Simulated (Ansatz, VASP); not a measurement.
# ReS in VASP and in Ansatz

```
Re S
1.0
     0.00000    2.54116    2.54116
     2.54116    0.00000    2.54116
     2.54116    2.54116    0.00000
Re S
1 1
Direct
  0.00000 0.00000 0.00000
  0.50000 0.50000 0.50000
```

Alike in both runs: task single point; functional PBE; k mesh 14 × 14 × 14; occupations gaussian, width 0.1 eV; collinear spin.

|  | VASP | Ansatz |
| --- | --- | --- |
| version | VASP 6.6.1 | Ansatz 0.2.0 |
| potentials or method | VASP PAW PBE potentials, release 64 (Re, S), cutoff 520 eV | scalar-relativistic, plane waves, PAW |
| valence electrons in the cell | 13 | 21 |

|  | VASP | Ansatz | Ansatz less VASP |
| --- | --- | --- | --- |
| gap on the k mesh at the Fermi level (eV) | none | none | - |
| pressure (GPa) | -9.3 | -9.7 | -0.45 |
| net moment per atom (μB) | 0.94 | 0.95 | +0.003 |
| size of the moment on the site where the two differ most (μB) | 1.76 | 1.41 | -0.346 |

Site moments also hang on the region over which each program counts them. A gap of «none» marks a metal or a gap that the smearing closes. VASP's potentials hold 13 valence electrons a cell and Ansatz's 21, so a difference there can come from the potentials and not from the codes.

Spin-orbit coupling is off throughout.
